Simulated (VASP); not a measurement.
# FeCo3 (Pm-3m) in VASP: further runs

FeCo3 is run at these levels: PBEsol; tasks: single point.

All numbers are computed with VASP 6.6.1; they aren't measurements. Logs are shortened: lines on timing, memory, paths and dates and some standing lists are left out, and cuts for length are marked.

## Step 1: The cell of the first run

It takes space group Pm-3m (No. 221, cubic). Conventional cell: a = 3.522 Å, b = 3.522 Å, c = 3.522 Å, α = 90.00°, β = 90.00°, γ = 90.00°. Within 3.3 Å of Fe (site symmetry m-3m) lie 12 Co at 2.49 Å. Co (site symmetry 4/mmm) has 4 Fe at 2.49 Å and 8 Co at 2.49 Å within 3.3 Å.

## Step 2: Single point, PBEsol, collinear spin, ferromagnetic start (10.92 Å³/atom)

INCAR

```
SYSTEM = FeCo3
  PREC = Accurate
  ENCUT = 520
  EDIFF = 1E-7
  ISMEAR = 0
  SIGMA = 0.1
  LREAL = .FALSE.
  LASPH = .TRUE.
  NELM = 150
  ALGO = Fast
  ISIF = 2
  LWAVE = .FALSE.
  LCHARG = .FALSE.
  ISPIN = 2
  MAGMOM = 2.77 1.78 1.78 1.78
  LORBIT = 11
  LMAXMIX = 4
  GGA = PS
  NBANDS = 30
```

KPOINTS

```
Automatic mesh
0
G
  12 12 12
  0 0 0
```

POSCAR

```
FeCo3
1.0
    3.5221852059      0.0000000000      0.0000000000
    0.0000000000      3.5221852059      0.0000000000
    0.0000000000      0.0000000000      3.5221852059
Fe Co
1 3
Direct
    0.0000000000      0.0000000000      0.0000000000
    0.5000000000      0.5000000000      0.0000000000
    0.5000000000      0.0000000000      0.5000000000
    0.0000000000      0.5000000000      0.5000000000
```

Potentials or basis: VASP PAW PBE potentials, release 64 (Fe, Co).

The run is started by

```console
cat potpaw_PBE.64/Fe/POTCAR potpaw_PBE.64/Co/POTCAR > POTCAR
mpirun -np 1 vasp_std > vasp.out
```

OUTCAR:

```text
SYSTEM = FeCo3
   PREC = Accurate
   ENCUT = 520
   EDIFF = 1E-7
   ISMEAR = 0
   LREAL = .FALSE.
   LASPH = .TRUE.
   NELM = 150
   ISIF = 2
   ISPIN = 2
   LORBIT = 11
   GGA = PS

 ion  position               nearest neighbor table
   1  0.000  0.000  0.000-   2 2.49   3 2.49   4 2.49   3 2.49   4 2.49   2 2.49   4 2.49   4 2.49
                             2 2.49   3 2.49   3 2.49   2 2.49
   2  0.500  0.500  0.000-   1 2.49   3 2.49   4 2.49   3 2.49   4 2.49   1 2.49   3 2.49   3 2.49
                             1 2.49   4 2.49   4 2.49   1 2.49
   3  0.500  0.000  0.500-   1 2.49   2 2.49   4 2.49   1 2.49   2 2.49   2 2.49   4 2.49   2 2.49
                             1 2.49   4 2.49   1 2.49   4 2.49
   4  0.000  0.500  0.500-   1 2.49   2 2.49   3 2.49   1 2.49   2 2.49   1 2.49   3 2.49   1 2.49
                             2 2.49   3 2.49   2 2.49   3 2.49

  LATTYP: Found a simple cubic cell.
 ALAT       =     3.5221852059

  Lattice vectors:

 A1 = (   3.5221852059,   0.0000000000,   0.0000000000)
 A2 = (   0.0000000000,   3.5221852059,   0.0000000000)
 A3 = (   0.0000000000,   0.0000000000,   3.5221852059)

Analysis of symmetry for initial positions (statically):
=====================================================================
 Subroutine PRICEL returns:
 Original cell was already a primitive cell.

 Routine SETGRP: Setting up the symmetry group for a
 simple cubic supercell.

 Subroutine GETGRP returns: Found 48 space group operations
 (whereof 48 operations were pure point group operations)
 out of a pool of 48 trial point group operations.

The static configuration has the point symmetry O_h .

Analysis of symmetry for dynamics (positions and initial velocities):
=====================================================================
 Subroutine PRICEL returns:
 Original cell was already a primitive cell.

 Routine SETGRP: Setting up the symmetry group for a
 simple cubic supercell.

 Subroutine GETGRP returns: Found 48 space group operations
 (whereof 48 operations were pure point group operations)
 out of a pool of 48 trial point group operations.

The dynamic configuration has the point symmetry O_h .

Analysis of structural, dynamic, and magnetic symmetry:
=====================================================================
 Subroutine PRICEL returns:
 Original cell was already a primitive cell.

 Routine SETGRP: Setting up the symmetry group for a
 simple cubic supercell.

 Subroutine GETGRP returns: Found 48 space group operations
 (whereof 48 operations were pure point group operations)
 out of a pool of 48 trial point group operations.

The overall configuration has the point symmetry O_h .

 Subroutine INISYM returns: Found 48 space group operations
 (whereof 48 operations are pure point group operations),
 and found     1 'primitive' translations

----------------------------------------------------------------------------------------

                                     Primitive cell

  volume of cell :      43.6955

  direct lattice vectors                    reciprocal lattice vectors
     3.522185206  0.000000000  0.000000000     0.283914656  0.000000000  0.000000000
     0.000000000  3.522185206  0.000000000     0.000000000  0.283914656  0.000000000
     0.000000000  0.000000000  3.522185206     0.000000000  0.000000000  0.283914656

  length of vectors
     3.522185206  3.522185206  3.522185206     0.283914656  0.283914656  0.283914656

  position of ions in fractional coordinates (direct lattice)
     0.000000000  0.000000000  0.000000000
     0.500000000  0.500000000  0.000000000
     0.500000000  0.000000000  0.500000000
     0.000000000  0.500000000  0.500000000

  ion indices of the primitive-cell ions
   primitive index   ion index
                 1           1
                 2           2
                 3           3
                 4           4

----------------------------------------------------------------------------------------

 KPOINTS: Automatic mesh

Automatic generation of k-mesh.
 Grid dimensions read from file:
 generate k-points for:   12   12   12

 Generating k-lattice:

  Cartesian coordinates                     Fractional coordinates (reciprocal lattice)
     0.023659555  0.000000000  0.000000000     0.083333333  0.000000000  0.000000000
     0.000000000  0.023659555  0.000000000     0.000000000  0.083333333  0.000000000
     0.000000000  0.000000000  0.023659555     0.000000000  0.000000000  0.083333333

  Length of vectors
     0.023659555  0.023659555  0.023659555

  Shift w.r.t. Gamma in fractional coordinates (k-lattice)
     0.000000000  0.000000000  0.000000000

 Subroutine IBZKPT returns following result:
 ===========================================

 Found     84 irreducible k-points:

 Following reciprocal coordinates:
            Coordinates               Weight
  0.000000  0.000000  0.000000      1.000000
  0.083333  0.000000  0.000000      6.000000
  0.166667  0.000000  0.000000      6.000000
  0.250000  0.000000  0.000000      6.000000
  0.333333  0.000000  0.000000      6.000000
  0.416667  0.000000  0.000000      6.000000
[... 16 lines left out ...]
  0.333333  0.333333  0.000000     12.000000
  0.416667  0.333333  0.000000     24.000000
 [... further k-points ...]
   k-points           NKPTS =     84   k-points in BZ     NKDIM =     84   number of bands    NBANDS=     30
   number of dos      NEDOS =    301   number of ions     NIONS =      4
   total plane-waves  NPLWV =  21952
   dimension x,y,z NGX =    28 NGY =   28 NGZ =   28
   dimension x,y,z NGXF=    56 NGYF=   56 NGZF=   56
   ions per type =               1   3
   NGX,Y,Z   is equivalent  to a cutoff of  13.22, 13.22, 13.22 a.u.
   NGXF,Y,Z  is equivalent  to a cutoff of  26.43, 26.43, 26.43 a.u.
 SYSTEM =  FeCo3
   PREC   = accura    normal or accurate (medium, high low for compatibility)
   ISTART =      0    job   : 0-new  1-cont  2-samecut
   ICHARG =      2    charge: 1-file 2-atom 10-const
   ISPIN  =      2    spin polarized calculation?
   LNONCOLLINEAR =      F non collinear calculations
   LSORBIT =      F    spin-orbit coupling
   LASPH  =      T    aspherical Exc in radial PAW
   ENCUT  =  520.0 eV  38.22 Ry    6.18 a.u.   6.55  6.55  6.55*2*pi/ulx,y,z
   NELM   =    150;   NELMIN=  2; NELMDL= -5     # of ELM steps
   EDIFF  = 0.1E-06   stopping-criterion for ELM
   LREAL  =      F    real-space projection
   EDIFFG = 0.1E-05   stopping-criterion for IOM
   NSW    =      0    number of steps for IOM
   IBRION =     -1    ionic relax: 0-MD 1-quasi-New 2-CG
   NFREE  =      0    steps in history (QN), initial steepest desc. (CG)
   ISIF   =      2    stress and relaxation
   ISYM   =      2    0-nonsym 1-usesym 2-fastsym
   POTIM  = 0.5000    time-step for ionic-motion
   TEBEG  =    0.0;   TEEND  =   0.0 temperature during run
   PSTRESS=    0.0 pullay stress
   NELECT =      35.0000    total number of electrons
   NUPDOWN=      -1.0000    fix difference up-down
   EMIN   =  10.00;   EMAX   =-10.00  energy-range for DOS
   EFERMI =   0.00;   METHOD = LEGACY
   ISMEAR =     0;   SIGMA  =   0.10  broadening in eV -4-tet -1-fermi 0-gaus
   EFERMI_NEDOS =   21; number of points for ismear=-14 and -15
   IALGO  =     68    algorithm
   IMIX   =      4    mixing-type and parameters
     AMIX     =   0.40;   BMIX     =  1.00
     AMIX_MAG =   1.60;   BMIX_MAG =  1.00
  volume/ion in A,a.u.               =      10.92        73.72
  Fermi-wavevector in a.u.,A,eV,Ry     =   1.520379  2.873101 31.450597  2.311554
  Thomas-Fermi vector in A             =   2.629238
   LORBIT       =     11    0 simple, 1 ext, 2 COOP (PROOUT), +10 PAW based schemes
   GGA     = PS    functional components
   LHFCALC =     F    Hartree Fock is set to
   AEXX    =    0.0000 exact exchange contribution
   IVDW    =     0    specifies the selected vdW correction
   LEPSILON=     F    determine dielectric tensor
   LRPA    =     F    only Hartree local field effects (RPA)
 spin polarized calculation
 RMM-DIIS sequential band-by-band and
 Gauss-broadening in eV      SIGMA  =   0.10
  energy-cutoff  :      520.00
  volume of cell :       43.70
 maximum number of plane-waves:      1208
 NGX is ok and might be reduce to    28
   NGX = 13   NGY = 13   NGZ = 13

 number of electron      34.9999981 magnetization       7.2850672

 Free energy of the ion-electron system (eV)
  ---------------------------------------------------
  ext. energy  EPLUGINS =         0.00000000
  ---------------------------------------------------
  free energy    TOTEN  =       -32.01253536 eV

  energy without entropy =      -31.99195000  energy(sigma->0) =      -32.00224268

 E-fermi :   9.0465     XC(G=0): -13.5244

 val. band max:        9.0357639068   @ k =   0.4167   0.2500   0.1667
 cond. band min:       9.0491888232   @ k =   0.4167   0.0833   0.0000
 fundamental gap:      0.0134249163
 Fermi energy:         9.0464801248

 spin component 1

 k-point     1 :       0.0000    0.0000    0.0000
  band No.  band energies     occupation
      1       0.0957      1.00000
      2       3.7560      1.00000
      3       3.7560      1.00000
      4       3.9012      1.00000
      5       4.4796      1.00000
      6       4.4796      1.00000
[... 757 lines left out ...]
     28      21.6843      0.00000
     29      22.3253      0.00000

 [... further k-points ...]

 spin component 2

 k-point     1 :       0.0000    0.0000    0.0000
  band No.  band energies     occupation
      1       0.2387      1.00000
      2       5.0717      1.00000
      3       5.1197      1.00000
      4       5.1197      1.00000
      5       5.8383      1.00000
      6       5.8383      1.00000
[... 757 lines left out ...]
     28      22.2871      0.00000
     29      22.9610      0.00000

 [... further k-points ...]

 [bands above 29 left out]

------------------------ aborting loop because EDIFF is reached ----------------------------------------

  FORCE on cell =-STRESS in cart. coord.  units (eV):
  Direction    XX          YY          ZZ          XY          YZ          ZX
  --------------------------------------------------------------------------------------
  -------------------------------------------------------------------------------------
  Total       -1.8612483     -1.8612483     -1.8612483      0.0000000      0.0000000     -0.0000000
  in kB      -68.2461770    -68.2461770    -68.2461770      0.0000000      0.0000000     -0.0000000
  external PRESSURE =     -68.2461770 kB  Pullay stress =       0.0000000 kB

 VOLUME and BASIS-vectors are now :
 -----------------------------------------------------------------------------
  energy-cutoff  :      520.00
  volume of cell :       43.70
      direct lattice vectors                 reciprocal lattice vectors
     3.522185206  0.000000000  0.000000000     0.283914656  0.000000000  0.000000000
     0.000000000  3.522185206  0.000000000     0.000000000  0.283914656  0.000000000
     0.000000000  0.000000000  3.522185206     0.000000000  0.000000000  0.283914656

 POSITION                                       TOTAL-FORCE (eV/Angst)
 -----------------------------------------------------------------------------------
      0.00000      0.00000      0.00000         0.000000      0.000000      0.000000
      1.76109      1.76109      0.00000         0.000000      0.000000      0.000000
      1.76109      0.00000      1.76109         0.000000      0.000000      0.000000
      0.00000      1.76109      1.76109         0.000000      0.000000      0.000000
 -----------------------------------------------------------------------------------
    total drift:                                0.000000      0.000000      0.000000

  FREE ENERGIE OF THE ION-ELECTRON SYSTEM (eV)
  ---------------------------------------------------
  free  energy   TOTEN  =       -32.0125353596 eV

  energy  without entropy=      -31.9919499965  energy(sigma->0) =      -32.00224268

 total charge

# of ion       s       p       d       tot
------------------------------------------
    1        0.492   0.542   6.219   7.253
    2        0.495   0.532   7.265   8.291
    3        0.495   0.532   7.265   8.291
    4        0.495   0.532   7.265   8.291
--------------------------------------------------
tot          1.976   2.137  28.013  32.126

 magnetization (x)

# of ion       s       p       d       tot
------------------------------------------
    1       -0.005  -0.034   2.585   2.546
    2       -0.018  -0.049   1.652   1.585
    3       -0.018  -0.049   1.652   1.585
    4       -0.018  -0.049   1.652   1.585
--------------------------------------------------
tot         -0.060  -0.180   7.541   7.301
```

It took 2.4 min on 1 thread of AMD EPYC 9R45 (Zen 5), shared host; peak memory 0.26 GiB.

Results:

```
Free energy                                           : -32.0125 eV
Pressure                                              : -6.8 GPa
Net moment                                            : 7.29 μB per cell
Site moments                                          : Fe +2.55; Co +1.58 μB
Valence electrons inside the program's atomic spheres : Fe 7.25; Co 8.29
```

Levels at points of the mesh, in eV from the Fermi level:
Spin up:
```tsv
k point	band 19	band 20	band 21	band 22	band 23	band 24
(0.00, 0.00, 0.00)	-0.17	-0.17	-0.17	2.55	2.55	2.55
(0.50, 0.00, 0.00)	-1.14	-1.06	-0.37	-0.17	8.05	8.05
(0.50, 0.50, 0.00)	-1.34	-1.31	1.13	1.13	1.31	1.34
(0.50, 0.50, 0.50)	-0.48	-0.48	-0.29	-0.25	-0.25	-0.25
```
Spin down:
```tsv
k point	band 9	band 10	band 11	band 12	band 13	band 14	band 15	band 16	band 17	band 18
(0.00, 0.00, 0.00)	-0.90	-0.90	0.54	0.54	1.30	1.40	1.40	1.40	1.81	1.81
(0.50, 0.00, 0.00)	-1.83	-1.83	-0.52	-0.34	-0.05	-0.05	0.24	0.48	0.48	0.80
(0.50, 0.50, 0.00)	-1.60	-1.60	-1.44	-1.23	-0.21	-0.21	-0.17	0.20	0.25	0.74
(0.50, 0.50, 0.50)	-0.90	-0.90	-0.72	-0.72	-0.26	-0.13	-0.13	-0.13	1.24	1.24
```

Caveat: the cell stands under tension; the PAW data sets were made with another functional, which shifts forces and pressure a little.

(Part 1 of 2 ends here.)
